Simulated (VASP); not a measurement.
# TeW (P4/mmm) in VASP: further runs, part 2 of 2

VASP 6.6.1. The steps go on from the part before.

### 3 Single point, PBE

This run uses another cell than the first one, of 22.58 Å³/atom.

Input file INCAR:

```
SYSTEM = TeW
PREC = Accurate
ENCUT = 500
EDIFF = 1E-6
ISMEAR = 0
SIGMA = 0.2
LREAL = .False.
LASPH = .True.
NELM = 120
ALGO = Normal
ISIF = 2
LWAVE = .False.
LCHARG = .False.
GGA = PE
NBANDS = 17
GGA_COMPAT = .False.
```

Input file KPOINTS:

```
Automatic mesh
0
Gamma
  6 6 5
  0 0 0
```

Input file POSCAR:

```
TeW
1.0
    2.8106015184      0.0000000000      0.0000000000
    0.0000000000      2.8106015184      0.0000000000
    0.0000000000      0.0000000000      5.7167263233
Te W
1 1
Direct
    0.5000000000      0.5000000000      0.0000000000
    0.5000000000      0.5000000000      0.5000000000
```

Potentials or basis: VASP PAW PBE potentials, release 64 (Te, W_sv).

Started as:

```
> cat potpaw_PBE.64/Te/POTCAR potpaw_PBE.64/W_sv/POTCAR > POTCAR
> mpirun -np 1 vasp_std > vasp.out
```

OUTCAR:

```text
SYSTEM = TeW
   PREC = Accurate
   ENCUT = 500
   EDIFF = 1E-6
   ISMEAR = 0
   LREAL = .False.
   LASPH = .True.
   NELM = 120
   ISIF = 2
   GGA = PE

 ion  position               nearest neighbor table
   1  0.500  0.500  0.000-   2 2.86   2 2.86
   2  0.500  0.500  0.500-   1 2.86   1 2.86

  LATTYP: Found a simple tetragonal cell.
 ALAT       =     2.8106015184
 C/A-ratio  =     2.0339867768

  Lattice vectors:

 A1 = (   2.8106015184,   0.0000000000,   0.0000000000)
 A2 = (   0.0000000000,   2.8106015184,   0.0000000000)
 A3 = (   0.0000000000,   0.0000000000,   5.7167263233)

Analysis of symmetry for initial positions (statically):
=====================================================================
 Subroutine PRICEL returns:
 Original cell was already a primitive cell.

 Routine SETGRP: Setting up the symmetry group for a
 simple tetragonal supercell.

 Subroutine GETGRP returns: Found 16 space group operations
 (whereof 16 operations were pure point group operations)
 out of a pool of 16 trial point group operations.

The static configuration has the point symmetry D_4h.

Analysis of symmetry for dynamics (positions and initial velocities):
[... 160 lines left out ...]

 val. band max:        9.1574354833   @ k =   0.3333   0.3333   0.0000
 cond. band min:       9.1925551947   @ k =   0.1667   0.1667   0.2000
 fundamental gap:      0.0351197114
 Fermi energy:         9.1694862784

 k-point     1 :       0.0000    0.0000    0.0000
  band No.  band energies     occupation
      1     -64.7894      2.00000
      2     -29.1500      2.00000
      3     -28.5261      2.00000
      4     -28.5261      2.00000
      5      -6.3364      2.00000
      6       3.1997      2.00000
[... 457 lines left out ...]
      4     -28.4678      2.00000
      5      -2.8614      2.00000
      6       1.1717      2.00000
[... 9 lines left out ...]
     16      16.1887      0.00000
     17      18.3428      0.00000

 [... further k-points ...]

------------------------ aborting loop because EDIFF is reached ----------------------------------------

  FORCE on cell =-STRESS in cart. coord.  units (eV):
  Direction    XX          YY          ZZ          XY          YZ          ZX
  --------------------------------------------------------------------------------------
  -------------------------------------------------------------------------------------
  Total        0.0488689      0.0488689     -0.0212619      0.0000000      0.0000000      0.0000000
  in kB        1.7337926      1.7337926     -0.7543409      0.0000000      0.0000000      0.0000000
  external PRESSURE =       0.9044148 kB  Pullay stress =       0.0000000 kB

 VOLUME and BASIS-vectors are now :
 -----------------------------------------------------------------------------
  energy-cutoff  :      500.00
  volume of cell :       45.16
      direct lattice vectors                 reciprocal lattice vectors
     2.810601518  0.000000000  0.000000000     0.355795723  0.000000000  0.000000000
     0.000000000  2.810601518  0.000000000     0.000000000  0.355795723  0.000000000
     0.000000000  0.000000000  5.716726323     0.000000000  0.000000000  0.174925288

 POSITION                                       TOTAL-FORCE (eV/Angst)
 -----------------------------------------------------------------------------------
      1.40530      1.40530      0.00000         0.000000      0.000000      0.000000
      1.40530      1.40530      2.85836         0.000000      0.000000      0.000000
 -----------------------------------------------------------------------------------
    total drift:                                0.000000      0.000000      0.000000

  FREE ENERGIE OF THE ION-ELECTRON SYSTEM (eV)
  ---------------------------------------------------
  free  energy   TOTEN  =       -13.4104641528 eV

  energy  without entropy=      -13.3753637760  energy(sigma->0) =      -13.39291396
```

OSZICAR:

```text
N       E                     dE             d eps       ncg     rms          rms(c)
DAV:   1     0.146836394031E+03    0.14684E+03   -0.11237E+04  1092   0.113E+03
DAV:   2    -0.938227315521E+01   -0.15622E+03   -0.15255E+03  1229   0.305E+02
DAV:   3    -0.139112120747E+02   -0.45289E+01   -0.44844E+01  1221   0.513E+01
DAV:   4    -0.139653113619E+02   -0.54099E-01   -0.54070E-01  1172   0.604E+00
DAV:   5    -0.139664097125E+02   -0.10984E-02   -0.10983E-02  1209   0.865E-01    0.149E+01
DAV:   6    -0.135247451551E+02    0.44166E+00   -0.57259E-01  1093   0.604E+00    0.718E+00
DAV:   7    -0.134132854462E+02    0.11146E+00   -0.41507E-01  1185   0.418E+00    0.240E+00
DAV:   8    -0.134118897450E+02    0.13957E-02   -0.35153E-02  1065   0.874E-01    0.102E+00
DAV:   9    -0.134104995330E+02    0.13902E-02   -0.84309E-03  1096   0.661E-01    0.715E-02
DAV:  10    -0.134104720915E+02    0.27441E-04   -0.17270E-04  1084   0.115E-01    0.642E-02
DAV:  11    -0.134104655766E+02    0.65149E-05   -0.45860E-05  1158   0.598E-02    0.285E-02
DAV:  12    -0.134104642618E+02    0.13148E-05   -0.95334E-06  1078   0.256E-02    0.483E-03
DAV:  13    -0.134104641528E+02    0.10904E-06   -0.13717E-07   529   0.307E-03
   1 F= -.13410464E+02 E0= -.13392914E+02  d E =-.351004E-01
```

Run time: 11 s. Hardware: 1 thread of AMD EPYC 7R13 (Zen 3), shared host; peak memory 0.12 GiB.

Results:

- Free energy: -13.4105 eV
- Pressure: 0.1 GPa
- Band gap on the k mesh: zero (bands 10 and 11 overlap by 3.22 eV)

Stress tensor (GPa, compression positive):
```
 0.17  0.00  0.00
 0.00  0.17  0.00
 0.00  0.00 -0.08
```

Caveat: the k points lie up to 0.37 Å⁻¹ apart, too coarse for converged energies and pressures of a metal; spin-orbit coupling is left out, which moves the levels of the heavy elements.

The gap in the log of VASP goes by the Fermi energy; the results here count the filled bands.